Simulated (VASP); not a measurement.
# Y (Pm-3n) in VASP: single point with BLYP

Aim: the single point of Y with BLYP.

Program: VASP 6.6.1. These are calculated values, not measurements. Logs are shortened: lines on timing, memory, paths and dates and some standing lists are left out, and cuts for length are marked.

## 1. The cell of the first run

It takes space group Pm-3n (No. 223, cubic). The conventional cell has a = 6.527 Å, b = 6.527 Å, c = 6.527 Å, α = 90.00°, β = 90.00°, γ = 90.00°. Y (site symmetry m-3) has 12 Y at 3.65 Å within 4.8 Å. Y (site symmetry -4m2) has 14 Y at 3.26 to 4.00 Å within 4.3 Å.

## 2. Single point, BLYP

INCAR reads:

```
SYSTEM = Y
AGGAC = 1.0
AGGAX = 1.0
ALDAC = 0.0
ALDAX = 1.0
ALGO = Normal
EDIFF = 1E-6
ENCUT = 520
GGA = B5
ISIF = 2
ISMEAR = -1
LASPH = .True.
LCHARG = .False.
LREAL = .False.
LWAVE = .False.
NBANDS = 54
NELM = 100
PREC = Accurate
SIGMA = 0.1
```

KPOINTS reads:

```
k-points
0
Gamma
  5 5 5
  0 0 0
```

POSCAR reads:

```
Y
1.0
    6.5266355442      0.0000000000      0.0000000000
    0.0000000000      6.5266355442      0.0000000000
    0.0000000000      0.0000000000      6.5266355442
Y
8
Direct
    1.0000000000      0.0000000000      0.0000000000
    0.5000000000      0.5000000000      0.5000000000
    0.2500000000      1.0000000000      0.5000000000
    0.7500000000      1.0000000000      0.5000000000
    0.5000000000      0.2500000000      1.0000000000
    0.5000000000      0.7500000000      1.0000000000
    0.0000000000      0.5000000000      0.2500000000
    0.0000000000      0.5000000000      0.7500000000
```

Potentials or basis: VASP PAW PBE potentials, release 64 (Y_sv).

Launch:

```sh
$ cat potpaw_PBE.64/Y_sv/POTCAR > POTCAR
$ mpirun -np 1 vasp_std > vasp.out
```

OUTCAR:

```text
SYSTEM = Y
   EDIFF = 1E-6
   ENCUT = 520
   GGA = B5
   ISIF = 2
   ISMEAR = -1
   LASPH = .True.
   LREAL = .False.
   NELM = 100
   PREC = Accurate

 ion  position               nearest neighbor table
   1  0.000  0.000  0.000-   3 3.65   4 3.65   5 3.65   6 3.65   7 3.65   8 3.65   3 3.65   4 3.65
                             7 3.65   8 3.65   5 3.65   6 3.65
   2  0.500  0.500  0.500-   3 3.65   4 3.65   5 3.65   6 3.65   7 3.65   8 3.65   5 3.65   6 3.65
                             3 3.65   4 3.65   7 3.65   8 3.65
   3  0.250  0.000  0.500-   4 3.26   4 3.26   1 3.65   1 3.65   2 3.65   2 3.65   8 4.00   5 4.00
                             5 4.00   6 4.00   6 4.00   7 4.00   8 4.00   7 4.00
   4  0.750  0.000  0.500-   3 3.26   3 3.26   1 3.65   1 3.65   2 3.65   2 3.65   8 4.00   5 4.00
                             5 4.00   6 4.00   6 4.00   7 4.00   8 4.00   7 4.00
   5  0.500  0.250  0.000-   6 3.26   6 3.26   1 3.65   2 3.65   2 3.65   1 3.65   8 4.00   4 4.00
                             3 4.00   4 4.00   3 4.00   7 4.00   7 4.00   8 4.00
   6  0.500  0.750  0.000-   5 3.26   5 3.26   1 3.65   2 3.65   2 3.65   1 3.65   8 4.00   4 4.00
                             3 4.00   4 4.00   3 4.00   7 4.00   7 4.00   8 4.00
   7  0.000  0.500  0.250-   8 3.26   8 3.26   1 3.65   2 3.65   1 3.65   2 3.65   3 4.00   4 4.00
                             5 4.00   3 4.00   4 4.00   6 4.00   5 4.00   6 4.00
   8  0.000  0.500  0.750-   7 3.26   7 3.26   1 3.65   2 3.65   1 3.65   2 3.65   3 4.00   4 4.00
                             5 4.00   3 4.00   4 4.00   6 4.00   5 4.00   6 4.00

  LATTYP: Found a simple cubic cell.
 ALAT       =     6.5266355442

  Lattice vectors:

 A1 = (   6.5266355442,   0.0000000000,   0.0000000000)
 A2 = (   0.0000000000,   6.5266355442,   0.0000000000)
 A3 = (   0.0000000000,   0.0000000000,   6.5266355442)

Analysis of symmetry for initial positions (statically):
=====================================================================
 Subroutine PRICEL returns:
 Original cell was already a primitive cell.

 Routine SETGRP: Setting up the symmetry group for a
 simple cubic supercell.

 Subroutine GETGRP returns: Found 48 space group operations
 (whereof 24 operations were pure point group operations)
 out of a pool of 48 trial point group operations.

The static configuration has the point symmetry T_h .
 The point group associated with its full space group is O_h .

Analysis of symmetry for dynamics (positions and initial velocities):
=====================================================================
 Subroutine PRICEL returns:
 Original cell was already a primitive cell.

[... 112 lines left out ...]
   ISYM   =      2    0-nonsym 1-usesym 2-fastsym
   POTIM  = 0.5000    time-step for ionic-motion
   TEBEG  =    0.0;   TEEND  =   0.0 temperature during run
   PSTRESS=    0.0 pullay stress
   NELECT =      88.0000    total number of electrons
   NUPDOWN=      -1.0000    fix difference up-down
   EMIN   =  10.00;   EMAX   =-10.00  energy-range for DOS
   EFERMI =   0.00;   METHOD = LEGACY
   ISMEAR =    -1;   SIGMA  =   0.10  broadening in eV -4-tet -1-fermi 0-gaus
   EFERMI_NEDOS =   21; number of points for ismear=-14 and -15
   IALGO  =     38    algorithm
   IMIX   =      4    mixing-type and parameters
     AMIX     =   0.40;   BMIX     =  1.00
     AMIX_MAG =   1.60;   BMIX_MAG =  1.00
  volume/ion in A,a.u.               =      34.75       234.52
  Fermi-wavevector in a.u.,A,eV,Ry     =   1.115697  2.108362 16.936265  1.244780
  Thomas-Fermi vector in A             =   2.252304
   LORBIT       =      0    0 simple, 1 ext, 2 COOP (PROOUT), +10 PAW based schemes
   GGA     = B5    functional components
   LHFCALC =     F    Hartree Fock is set to
   AEXX    =    0.0000 exact exchange contribution
   IVDW    =     0    specifies the selected vdW correction
   LEPSILON=     F    determine dielectric tensor
   LRPA    =     F    only Hartree local field effects (RPA)
 non-spin polarized calculation
  energy-cutoff  :      520.00
  volume of cell :      278.01
 maximum number of plane-waves:      7497
 NGX is ok and might be reduce to    50
   NGX = 25   NGY = 25   NGZ = 25

 number of electron      87.9999989 magnetization

 Free energy of the ion-electron system (eV)
  ---------------------------------------------------
  ext. energy  EPLUGINS =         0.00000000
  ---------------------------------------------------
  free energy    TOTEN  =       -42.11801673 eV

  energy without entropy =      -41.30300991  energy(sigma->0) =      -41.71051332

 E-fermi :   3.2964     XC(G=0):  -8.6869

 val. band max:        3.2907859387   @ k =   0.4000   0.0000   0.0000
 cond. band min:       3.3068385551   @ k =   0.4000   0.2000   0.2000
 fundamental gap:      0.0160526164
 Fermi energy:         3.2964038843

 k-point     1 :       0.0000    0.0000    0.0000
  band No.  band energies     occupation
      1     -39.5827      2.00000
      2     -39.5618      2.00000
      3     -39.5618      2.00000
      4     -39.5009      2.00000
      5     -39.5009      2.00000
      6     -39.5009      2.00000
[... 559 lines left out ...]
     53       4.1659      0.00033
     54       4.1766      0.00030

------------------------ aborting loop because EDIFF is reached ----------------------------------------

  FORCE on cell =-STRESS in cart. coord.  units (eV):
  Direction    XX          YY          ZZ          XY          YZ          ZX
  --------------------------------------------------------------------------------------
  -------------------------------------------------------------------------------------
  Total       -0.1131534     -0.1131534     -0.1131534      0.0000000      0.0000000     -0.0000000
  in kB       -0.6520936     -0.6520936     -0.6520936      0.0000000      0.0000000     -0.0000000
  external PRESSURE =      -0.6520936 kB  Pullay stress =       0.0000000 kB

 VOLUME and BASIS-vectors are now :
 -----------------------------------------------------------------------------
  energy-cutoff  :      520.00
  volume of cell :      278.01
      direct lattice vectors                 reciprocal lattice vectors
     6.526635544  0.000000000  0.000000000     0.153218300  0.000000000  0.000000000
     0.000000000  6.526635544  0.000000000     0.000000000  0.153218300  0.000000000
     0.000000000  0.000000000  6.526635544     0.000000000  0.000000000  0.153218300

 POSITION                                       TOTAL-FORCE (eV/Angst)
 -----------------------------------------------------------------------------------
      0.00000      0.00000      0.00000        -0.000000     -0.000000     -0.000000
      3.26332      3.26332      3.26332        -0.000000     -0.000000     -0.000000
      1.63166      0.00000      3.26332        -0.000000      0.000000      0.000000
      4.89498      0.00000      3.26332         0.000000      0.000000     -0.000000
      3.26332      1.63166      0.00000        -0.000000     -0.000000     -0.000000
      3.26332      4.89498      0.00000         0.000000      0.000000      0.000000
      0.00000      3.26332      1.63166         0.000000     -0.000000     -0.000000
      0.00000      3.26332      4.89498        -0.000000      0.000000      0.000000
 -----------------------------------------------------------------------------------
    total drift:                                0.000000     -0.000000     -0.000000

  FREE ENERGIE OF THE ION-ELECTRON SYSTEM (eV)
  ---------------------------------------------------
  free  energy   TOTEN  =       -42.1180167318 eV

  energy  without entropy=      -41.3030099090  energy(sigma->0) =      -41.71051332
```

OSZICAR:

```text
N       E                     dE             d eps       ncg     rms          rms(c)
DAV:   1     0.544663796394E+03    0.54466E+03   -0.43451E+04  1080   0.155E+03
DAV:   2     0.157822176316E+02   -0.52888E+03   -0.51635E+03  1198   0.395E+02
DAV:   3    -0.352191897231E+02   -0.51001E+02   -0.49102E+02  1576   0.685E+01
DAV:   4    -0.428937627425E+02   -0.76746E+01   -0.75148E+01  1746   0.245E+01
DAV:   5    -0.434136764246E+02   -0.51991E+00   -0.51513E+00  1450   0.560E+00    0.621E+01
DAV:   6    -0.422725269451E+02    0.11411E+01   -0.19966E+00  1258   0.559E+00    0.373E+01
DAV:   7    -0.421350315235E+02    0.13750E+00   -0.26083E+00  1392   0.586E+00    0.277E+00
DAV:   8    -0.421190377123E+02    0.15994E-01   -0.56652E-01  1322   0.252E+00    0.995E-01
DAV:   9    -0.421182578214E+02    0.77989E-03   -0.23307E-02  1432   0.561E-01    0.631E-01
DAV:  10    -0.421178762494E+02    0.38157E-03   -0.35024E-03  1408   0.284E-01    0.370E-01
DAV:  11    -0.421179787849E+02   -0.10254E-03   -0.41959E-04  1600   0.885E-02    0.722E-02
DAV:  12    -0.421180001549E+02   -0.21370E-04   -0.57887E-05  1336   0.389E-02    0.388E-02
DAV:  13    -0.421180133281E+02   -0.13173E-04   -0.28484E-05  1168   0.158E-02    0.105E-02
DAV:  14    -0.421180163599E+02   -0.30318E-05   -0.67821E-06   984   0.101E-02    0.925E-03
DAV:  15    -0.421180167318E+02   -0.37189E-06   -0.11007E-06   744   0.326E-03
   1 F= -.42118017E+02 E0= -.41710513E+02  d E =-.815007E+00
```

stdout:

```text
POSCAR found type information on POSCAR Y
 POSCAR found :  1 types and       8 ions
 scaLAPACK will be used
 -----------------------------------------------------------------------------
|                                                                             |
|                                                                             |
|     You enforced a specific xc type in the INCAR file but a different       |
|     I HOPE YOU KNOW WHAT YOU ARE DOING!                                     |
|                                                                             |
 -----------------------------------------------------------------------------

 LDA part: xc-table for (Slater(with rela. corr.)+VWN5), standard interpolation
 POSCAR, INCAR and KPOINTS ok, starting setup
 FFT: planning ... GRIDC
 FFT: planning ... GRID_SOFT
 FFT: planning ... GRID
 WAVECAR not read
 entering main loop
```

Run time: 12 min. Hardware: 1 thread of AMD EPYC 7R13, shared host; peak memory 0.37 GiB.

What came out:

```
Free energy            : -42.1180 eV
Pressure               : -0.1 GPa
Band gap on the k mesh : zero (band 44 reaches 3.42 eV, above the bottom of band 45 at 2.96 eV)
```

Caveat: the PAW data sets were made with another functional, which shifts forces and pressure a little.
